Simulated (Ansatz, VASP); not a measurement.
## Au in VASP and in Ansatz

```
Au
1.0
     3.92841    0.00000    0.00000
     0.00000    3.92841    0.00000
     0.00000    0.00000    3.92841
Au
3
Direct
  0.50000 0.00000 0.00000
  0.00000 0.50000 0.00000
  0.00000 0.00000 0.50000
```

Alike in both runs: task single point; functional PBE; k mesh 4 × 4 × 4; occupations gaussian, width 0.1 eV; no spin polarisation.

|  | VASP | Ansatz |
| --- | --- | --- |
| version | VASP 6.6.1 | Ansatz 0.2.0 |
| potentials or method | VASP PAW PBE potentials, release 64 (Au), cutoff 520 eV | scalar-relativistic, plane waves, PAW |
| valence electrons in the cell | 33 | 57 |

|  | VASP | Ansatz | Ansatz less VASP |
| --- | --- | --- | --- |
| gap on the k mesh at the Fermi level (eV) | none | none | - |
| pressure (GPa) | 4.4 | 4.6 | +0.25 |

A gap of «none» marks a metal or a gap that the smearing closes. VASP's potentials hold 33 valence electrons a cell and Ansatz's 57, so a difference there can come from the potentials and not from the codes.

The k mesh is coarse, so the values compare programs but aren't converged. Spin-orbit coupling is off throughout.
